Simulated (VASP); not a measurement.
# In (Im-3m) in VASP: further runs

The runs below take In through single point, relaxation of cell and atoms, with r2SCAN.

Program: VASP 6.6.1. These are calculated values, not measurements. Logs are shortened: lines on timing, memory, paths and dates and some standing lists are left out, and cuts for length are marked.

**1. The cell of the first run**

The structure is cubic, space group Im-3m (No. 229). Conventional cell: a = 3.765 Å, b = 3.765 Å, c = 3.765 Å, α = 90.00°, β = 90.00°, γ = 90.00°. In (site symmetry m-3m) has 14 In at 3.26 to 3.77 Å within 4.3 Å.

**2. Single point, r2SCAN**

The input, POSCAR:

```
In
1.0
   -1.8825252400      1.8825252400      1.8825252400
    1.8825252400     -1.8825252400      1.8825252400
    1.8825252400      1.8825252400     -1.8825252400
In
1
Direct
    0.0000000000      0.0000000000      0.0000000000
```

The input, INCAR.step1:

```
ALGO = Normal ; EDIFF = 1E-4
ENCUT = 520 ; GGA = PE
ISMEAR = 0 ; LASPH = True
LCHARG = False ; LREAL = False
LWAVE = True ; NBANDS = 12
NELM = 100 ; PREC = Accurate
SIGMA = 0.1
```

The input, INCAR.step2:

```
ALGO = Normal ; EDIFF = 1E-6
ENCUT = 520 ; ISIF = 2
ISMEAR = 0 ; ISTART = 1
LASPH = True ; LCHARG = True
LELF = True ; LMIXTAU = True
LREAL = False ; LVHAR = True
LWAVE = False ; METAGGA = R2SCAN
NBANDS = 12 ; NELM = 100
PREC = Accurate ; SIGMA = 0.1
```

The input, KPOINTS:

```
k-points
0
Gamma
  16 16 16
```

Potentials or basis: VASP PAW PBE potentials, release 64 (In_d).

Started as:

```console
cat potpaw_PBE.64/In_d/POTCAR > POTCAR
cp INCAR.step1 INCAR
mpirun -np 1 vasp_std > vasp.out
cp INCAR.step2 INCAR
mpirun -np 1 vasp_std > vasp.out
```

OUTCAR:

```text
EDIFF = 1E-6
   ENCUT = 520
   ISIF = 2
   ISMEAR = 0
   ISTART = 1
   LASPH = True
   LREAL = False
   METAGGA = R2SCAN
   NELM = 100
   PREC = Accurate

 ion  position               nearest neighbor table
   1  0.000  0.000  0.000-

  LATTYP: Found a body centered cubic cell.
 ALAT       =     3.7650504800

  Lattice vectors:

 A1 = (  -1.8825252400,   1.8825252400,   1.8825252400)
 A2 = (   1.8825252400,  -1.8825252400,   1.8825252400)
 A3 = (   1.8825252400,   1.8825252400,  -1.8825252400)

Analysis of symmetry for initial positions (statically):
=====================================================================
 Subroutine PRICEL returns:
 Original cell was already a primitive cell.

 Routine SETGRP: Setting up the symmetry group for a
 body centered cubic supercell.

 Subroutine GETGRP returns: Found 48 space group operations
 (whereof 48 operations were pure point group operations)
 out of a pool of 48 trial point group operations.

The static configuration has the point symmetry O_h .

Analysis of symmetry for dynamics (positions and initial velocities):
=====================================================================
 Subroutine PRICEL returns:
 Original cell was already a primitive cell.

 Routine SETGRP: Setting up the symmetry group for a
 body centered cubic supercell.

 Subroutine GETGRP returns: Found 48 space group operations
 (whereof 48 operations were pure point group operations)
 out of a pool of 48 trial point group operations.

The dynamic configuration has the point symmetry O_h .

 Subroutine INISYM returns: Found 48 space group operations
 (whereof 48 operations are pure point group operations),
 and found     1 'primitive' translations

----------------------------------------------------------------------------------------

                                     Primitive cell

  volume of cell :      26.6859

  direct lattice vectors                    reciprocal lattice vectors
    -1.882525240  1.882525240  1.882525240     0.000000000  0.265600689  0.265600689
     1.882525240 -1.882525240  1.882525240     0.265600689  0.000000000  0.265600689
     1.882525240  1.882525240 -1.882525240     0.265600689  0.265600689  0.000000000

  length of vectors
     3.260629362  3.260629362  3.260629362     0.375616096  0.375616096  0.375616096

  position of ions in fractional coordinates (direct lattice)
     0.000000000  0.000000000  0.000000000

  ion indices of the primitive-cell ions
   primitive index   ion index
                 1           1

----------------------------------------------------------------------------------------

 KPOINTS: k-points

Automatic generation of k-mesh.
 Grid dimensions read from file:
 generate k-points for:   16   16   16

 Generating k-lattice:

  Cartesian coordinates                     Fractional coordinates (reciprocal lattice)
     0.000000000  0.016600043  0.016600043     0.062500000  0.000000000  0.000000000
     0.016600043  0.000000000  0.016600043     0.000000000  0.062500000  0.000000000
     0.016600043  0.016600043  0.000000000     0.000000000  0.000000000  0.062500000

  Length of vectors
     0.023476006  0.023476006  0.023476006

  Shift w.r.t. Gamma in fractional coordinates (k-lattice)
     0.000000000  0.000000000  0.000000000

 Subroutine IBZKPT returns following result:
 ===========================================

 Found    145 irreducible k-points:

 Following reciprocal coordinates:
            Coordinates               Weight
  0.000000  0.000000  0.000000      1.000000
  0.062500  0.000000  0.000000     12.000000
  0.125000  0.000000  0.000000     12.000000
  0.187500  0.000000  0.000000     12.000000
  0.250000  0.000000  0.000000     12.000000
  0.312500  0.000000  0.000000     12.000000
[... 16 lines left out ...]
  0.187500  0.187500  0.000000     24.000000
  0.250000  0.187500  0.000000     48.000000
 [... further k-points ...]
   k-points           NKPTS =    145   k-points in BZ     NKDIM =    145   number of bands    NBANDS=     12
   number of dos      NEDOS =    301   number of ions     NIONS =      1
   total plane-waves  NPLWV =  13824
   dimension x,y,z NGX =    24 NGY =   24 NGZ =   24
   dimension x,y,z NGXF=    48 NGYF=   48 NGZF=   48
   ions per type =               1
   NGX,Y,Z   is equivalent  to a cutoff of  12.24, 12.24, 12.24 a.u.
   NGXF,Y,Z  is equivalent  to a cutoff of  24.47, 24.47, 24.47 a.u.
 SYSTEM =  unknown system
   PREC   = accura    normal or accurate (medium, high low for compatibility)
   ISTART =      1    job   : 0-new  1-cont  2-samecut
   ICHARG =      0    charge: 1-file 2-atom 10-const
   ISPIN  =      1    spin polarized calculation?
   LNONCOLLINEAR =      F non collinear calculations
   LSORBIT =      F    spin-orbit coupling
   LASPH  =      T    aspherical Exc in radial PAW
   ENCUT  =  520.0 eV  38.22 Ry    6.18 a.u.   6.06  6.06  6.06*2*pi/ulx,y,z
   NELM   =    100;   NELMIN=  2; NELMDL=  0     # of ELM steps
   EDIFF  = 0.1E-05   stopping-criterion for ELM
   LREAL  =      F    real-space projection
   EDIFFG = 0.1E-04   stopping-criterion for IOM
   NSW    =      0    number of steps for IOM
   IBRION =     -1    ionic relax: 0-MD 1-quasi-New 2-CG
   NFREE  =      0    steps in history (QN), initial steepest desc. (CG)
   ISIF   =      2    stress and relaxation
   ISYM   =      2    0-nonsym 1-usesym 2-fastsym
   POTIM  = 0.5000    time-step for ionic-motion
   TEBEG  =    0.0;   TEEND  =   0.0 temperature during run
   PSTRESS=    0.0 pullay stress
   NELECT =      13.0000    total number of electrons
   NUPDOWN=      -1.0000    fix difference up-down
   EMIN   =  10.00;   EMAX   =-10.00  energy-range for DOS
   EFERMI =   0.00;   METHOD = LEGACY
   ISMEAR =     0;   SIGMA  =   0.10  broadening in eV -4-tet -1-fermi 0-gaus
   EFERMI_NEDOS =   21; number of points for ismear=-14 and -15
   IALGO  =     38    algorithm
   IMIX   =      4    mixing-type and parameters
     AMIX     =   0.40;   BMIX     =  1.00
     AMIX_MAG =   1.60;   BMIX_MAG =  1.00
  volume/ion in A,a.u.               =      26.69       180.09
  Fermi-wavevector in a.u.,A,eV,Ry     =   1.288136  2.434225 22.576080  1.659295
  Thomas-Fermi vector in A             =   2.420108
   LORBIT       =      0    0 simple, 1 ext, 2 COOP (PROOUT), +10 PAW based schemes
   METAGGA = R2SCAN    functional components
   LHFCALC =     F    Hartree Fock is set to
   AEXX    =    0.0000 exact exchange contribution
   IVDW    =     0    specifies the selected vdW correction
   LEPSILON=     F    determine dielectric tensor
   LRPA    =     F    only Hartree local field effects (RPA)
 non-spin polarized calculation
 Gauss-broadening in eV      SIGMA  =   0.10
  energy-cutoff  :      520.00
  volume of cell :       26.69
 maximum number of plane-waves:       736
   NGX = 13   NGY = 13   NGZ = 13

 number of electron      13.0000005 magnetization

 Free energy of the ion-electron system (eV)
  ---------------------------------------------------
  ext. energy  EPLUGINS =         0.00000000
  ---------------------------------------------------
  free energy    TOTEN  =       -22.54826057 eV

  energy without entropy =      -22.54462438  energy(sigma->0) =      -22.54644247

 E-fermi :   7.2770     XC(G=0): -10.9684

 val. band max:        7.2727988712   @ k =   0.5000   0.5000   0.4375
 cond. band min:       7.2954035147   @ k =   0.3125   0.2500   0.1250
 fundamental gap:      0.0226046435
 Fermi energy:         7.2770096156

 k-point     1 :       0.0000    0.0000    0.0000
  band No.  band energies     occupation
      1      -7.9946      2.00000
      2      -7.9945      2.00000
      3      -7.9945      2.00000
      4      -7.7116      2.00000
      5      -7.7116      2.00000
      6      -2.6183      2.00000
      7      18.7841      0.00000
      8      18.7841      0.00000
      9      18.7841      0.00000
     10      20.9815      0.00000
     11      20.9815      0.00000
     12      20.9815      0.00000

 k-point     2 :       0.0625    0.0000    0.0000
  band No.  band energies     occupation
      1      -7.9988      2.00000
      2      -7.9905      2.00000
      3      -7.9781      2.00000
      4      -7.7162      2.00000
      5      -7.7118      2.00000
      6      -2.5245      2.00000
      7      17.7952      0.00000
      8      18.2926      0.00000
      9      18.5714      0.00000
     10      20.2739      0.00000
     11      20.5385      0.00000
     12      20.8522      0.00000

 k-point     3 :       0.1250    0.0000    0.0000
  band No.  band energies     occupation
      1      -8.0112      2.00000
      2      -7.9807      2.00000
      3      -7.9308      2.00000
      4      -7.7284      2.00000
      5      -7.7126      2.00000
      6      -2.2413      2.00000
      7      15.6823      0.00000
      8      17.2899      0.00000
      9      17.9705      0.00000
     10      19.6158      0.00000
     11      19.8217      0.00000
     12      20.8919      0.00000

 k-point     4 :       0.1875    0.0000    0.0000
  band No.  band energies     occupation
      1      -8.0296      2.00000
      2      -7.9721      2.00000
      3      -7.8591      2.00000
      4      -7.7427      2.00000
      5      -7.7135      2.00000
      6      -1.7650      2.00000
      7      13.3853      0.00000
      8      16.2274      0.00000
      9      17.2016      0.00000
     10      19.0793      0.00000
     11      19.1671      0.00000
     12      21.2808      0.00000

 k-point     5 :       0.2500    0.0000    0.0000
  band No.  band energies     occupation
      1      -8.0512      2.00000
      2      -7.9734      2.00000
      3      -7.7730      2.00000
      4      -7.7510      2.00000
      5      -7.7144      2.00000
      6      -1.0922      2.00000
      7      11.1449      0.00000
      8      15.2627      0.00000
      9      16.4631      0.00000
     10      18.6264      0.00000
     11      18.6407      0.00000
     12      21.9348      0.00000
[... 228 lines left out ...]
      1      -8.0806      2.00000
      2      -7.9943      2.00000
      3      -7.7379      2.00000
      4      -7.7289      2.00000
      5      -7.5873      2.00000
      6       2.3631      2.00000
      7       5.5469      2.00000
      8      11.4262      0.00000
      9      14.2369      0.00000
     10      18.5641      0.00000
     11      20.8896      0.00000
     12      23.2457      0.00000

 k-point    22 :       0.4375    0.1250    0.0000
  band No.  band energies     occupation
      1      -8.0842      2.00000
      2      -7.9987      2.00000
      3      -7.7324      2.00000
      4      -7.7309      2.00000
      5      -7.5733      2.00000
      6       3.4442      2.00000
      7       4.2898      2.00000
      8      11.3171      0.00000
      9      14.1431      0.00000
     10      18.5063      0.00000
     11      20.8404      0.00000
     12      24.3107      0.00000

 k-point    23 :       0.1875    0.1875    0.0000
  band No.  band energies     occupation
      1      -8.0442      2.00000
      2      -7.9636      2.00000
      3      -7.7631      2.00000
      4      -7.7397      2.00000
      5      -7.6906      2.00000
      6      -0.0290      2.00000
      7      10.0769      0.00000
      8      11.3563      0.00000
      9      14.9410      0.00000
     10      19.9882      0.00000
     11      20.0613      0.00000
     12      23.2132      0.00000

 k-point    24 :       0.2500    0.1875    0.0000
  band No.  band energies     occupation
      1      -8.0547      2.00000
      2      -7.9549      2.00000
      3      -7.7570      2.00000
      4      -7.7426      2.00000
      5      -7.6531      2.00000
      6       0.9352      2.00000
      7       8.4525      0.00000
      8      10.3949      0.00000
      9      14.4351      0.00000
     10      19.6653      0.00000
     11      20.8062      0.00000
     12      23.4744      0.00000

 [... further k-points ...]

------------------------ aborting loop because EDIFF is reached ----------------------------------------

  FORCE on cell =-STRESS in cart. coord.  units (eV):
  Direction    XX          YY          ZZ          XY          YZ          ZX
  --------------------------------------------------------------------------------------
  -------------------------------------------------------------------------------------
  Total        0.0052543      0.0052543      0.0052543      0.0000000      0.0000000     -0.0000000
  in kB        0.3154616      0.3154616      0.3154616      0.0000000      0.0000000     -0.0000000
  external PRESSURE =       0.3154616 kB  Pullay stress =       0.0000000 kB

 VOLUME and BASIS-vectors are now :
 -----------------------------------------------------------------------------
  energy-cutoff  :      520.00
  volume of cell :       26.69
      direct lattice vectors                 reciprocal lattice vectors
    -1.882525240  1.882525240  1.882525240     0.000000000  0.265600689  0.265600689
     1.882525240 -1.882525240  1.882525240     0.265600689  0.000000000  0.265600689
     1.882525240  1.882525240 -1.882525240     0.265600689  0.265600689  0.000000000

 POSITION                                       TOTAL-FORCE (eV/Angst)
 -----------------------------------------------------------------------------------
      0.00000      0.00000      0.00000         0.000000      0.000000      0.000000
 -----------------------------------------------------------------------------------
    total drift:                               -0.000000      0.000000      0.000000

  FREE ENERGIE OF THE ION-ELECTRON SYSTEM (eV)
  ---------------------------------------------------
  free  energy   TOTEN  =       -22.5482605652 eV

  energy  without entropy=      -22.5446243764  energy(sigma->0) =      -22.54644247
```

It took 2.3 min on 1 thread of AMD EPYC 7R43 (Zen 3), shared host; peak memory 0.14 GiB.

What came out:

* Free energy: -22.5483 eV
* Pressure: 0.0 GPa

Caveat: the PAW data sets were made with another functional, which shifts forces and pressure a little; spin-orbit coupling is left out, which moves the levels of the heavy elements.

**3. Relaxation of cell and atoms, r2SCAN**

POSCAR is that of step 2.

The input, INCAR.step1:

```
  PREC = Accurate
  ENCUT = 600
  ISMEAR = 0
  SIGMA = 0.1
  LREAL = False
  LASPH = True
  NELM = 100
  GGA = PE
  ALGO = Normal
  EDIFF = 1E-4
  LWAVE = True
  LCHARG = False
```

The input, INCAR.step2:

```
  PREC = Accurate
  ENCUT = 600
  EDIFF = 1E-6
  ISMEAR = 0
  SIGMA = 0.1
  LREAL = False
  LASPH = True
  NELM = 100
  ALGO = Normal
  ISIF = 3
  LWAVE = False
  LCHARG = False
  METAGGA = R2SCAN
  LMIXTAU = True
  IBRION = 2
  NSW = 100
  EDIFFG = -0.005
  ISTART = 1
```

The input, KPOINTS:

```
regular mesh
0
Gamma
  16 16 16
```

Potentials or basis: VASP PAW PBE potentials, release 64 (In_d).

Started as:

```console
cat potpaw_PBE.64/In_d/POTCAR > POTCAR
cp INCAR.step1 INCAR
mpirun -np 1 vasp_std > vasp.out
cp INCAR.step2 INCAR
mpirun -np 1 vasp_std > vasp.out
```

Run time: 5.1 min. Hardware: 1 thread of AMD EPYC 7R43 (Zen 3), shared host; peak memory 0.17 GiB.

It converged, with:

```
Free energy                            : -22.5491 eV
Relaxed volume                         : 26.73 Å³/atom
Relaxed cell                           : a = 3.262 Å, b = 3.262 Å, c = 3.262 Å, α = 109.47°, β = 109.47°, γ = 109.47°
Space group after relaxing (to 0.05 Å) : Im-3m (No. 229)
Energy gained by relaxing              : 0.0 meV/atom
Ionic steps                            : 2
Pressure after relaxing                : 0.0 GPa
```

Final structure:
```
In
1.0
    -1.88357    1.88357    1.88357
     1.88357   -1.88357    1.88357
     1.88357    1.88357   -1.88357
In
1
Direct
  0.00000 0.00000 0.00000
```

Levels at points of the mesh, in eV from the Fermi level:
```csv
k point,band 2,band 3,band 4,band 5,band 6,band 7,band 8,band 9,band 10
"(0.00, 0.00, 0.00)",-15.27,-15.27,-14.99,-14.99,-9.88,11.49,11.49,11.49,13.70
"(0.50, 0.00, 0.00)",-15.31,-15.00,-14.99,-14.82,-4.06,-3.32,6.09,7.72,10.39
"(0.50, 0.50, 0.50)",-15.37,-14.86,-14.86,-14.86,1.16,1.25,1.25,1.25,5.53
```

Caveat: the PAW data sets were made with another functional, which shifts forces and pressure a little; spin-orbit coupling is left out, which moves the levels of the heavy elements.

**4. Single point, r2SCAN**

This run uses another cell than the first one: it holds 2 atoms, not 1.

The input, POSCAR:

```
In
1.0
    3.7650504800      0.0000000000      0.0000000000
    0.0000000000      3.7650504800      0.0000000000
    0.0000000000      0.0000000000      3.7650504800
In
2
Direct
    0.0000000000      0.0000000000      0.0000000000
    0.5000000000      0.5000000000      0.5000000000
```

The input, INCAR.step1:

```
ALGO = Normal
EDIFF = 1E-4
ENCUT = 520
GGA = PE
ISMEAR = 0
LASPH = T
LCHARG = F
LREAL = F
LWAVE = T
NBANDS = 20
NELM = 100
PREC = Accurate
SIGMA = 0.1
```

The input, INCAR.step2:

```
ALGO = Normal
EDIFF = 1E-6
ENCUT = 520
ISIF = 2
ISMEAR = 0
ISTART = 1
LASPH = T
LCHARG = F
LMIXTAU = T
LREAL = F
LWAVE = F
METAGGA = R2SCAN
NBANDS = 20
NELM = 100
PREC = Accurate
SIGMA = 0.1
```

The input, KPOINTS:

```
k-points
0
Gamma
  14 14 14
```

Started as:

```console
cat potpaw_PBE.64/In_d/POTCAR > POTCAR
cp INCAR.step1 INCAR
mpirun -np 1 vasp_std > vasp.out
cp INCAR.step2 INCAR
mpirun -np 1 vasp_std > vasp.out
```

Run time: 5.3 min. Hardware: 1 thread of AMD EPYC 7R43 (Zen 3), shared host; peak memory 0.2 GiB.

Results (log left out):

* Free energy: -45.1007 eV
* Pressure: -0.2 GPa
* Band gap on the k mesh: zero (band 13 reaches 11.97 eV, above the bottom of band 14 at 3.95 eV)

Levels at points of the mesh, in eV from the Fermi level:
```
           k point  band 11  band 12  band 13  band 14  band 15  band 16
(0.00, 0.00, 0.00)    -9.88     1.18     1.26     1.26     1.26     5.55
(0.50, 0.00, 0.00)    -6.83    -6.83     4.71     4.71     4.71     4.71
(0.50, 0.50, 0.00)    -4.04    -4.04    -3.31    -3.31     6.11     6.11
(0.50, 0.50, 0.50)    -2.34    -2.34     0.12     0.12     0.12     0.12
```

Caveat: the PAW data sets were made with another functional, which shifts forces and pressure a little; spin-orbit coupling is left out, which moves the levels of the heavy elements.

**5. The runs side by side**

```csv
task,cell,k mesh,cutoff (eV),gap on the mesh (eV),pressure (GPa)
single point,"a = 3.261 Å, angles 109.5°, 1 atom",16 × 16 × 16,520,none,0.0
relaxation of cell and atoms,"relaxed from a = 3.261 Å, angles 109.5°, 1 atom",16 × 16 × 16,600,none,0.0
single point,"a = 3.765 Å, 2 atoms",14 × 14 × 14,520,none,-0.2
```

Alike in all rows: level r2SCAN; potentials or basis VASP PAW PBE potentials, release 64 (In_d); no spin polarisation; smearing gaussian 0.1 eV.

Caveats: the PAW data sets were made with another functional, which shifts forces and pressure a little; spin-orbit coupling is left out, which moves the levels of the heavy elements.

Total energies depend on the potentials used, so only differences within one code and one set of settings carry meaning.
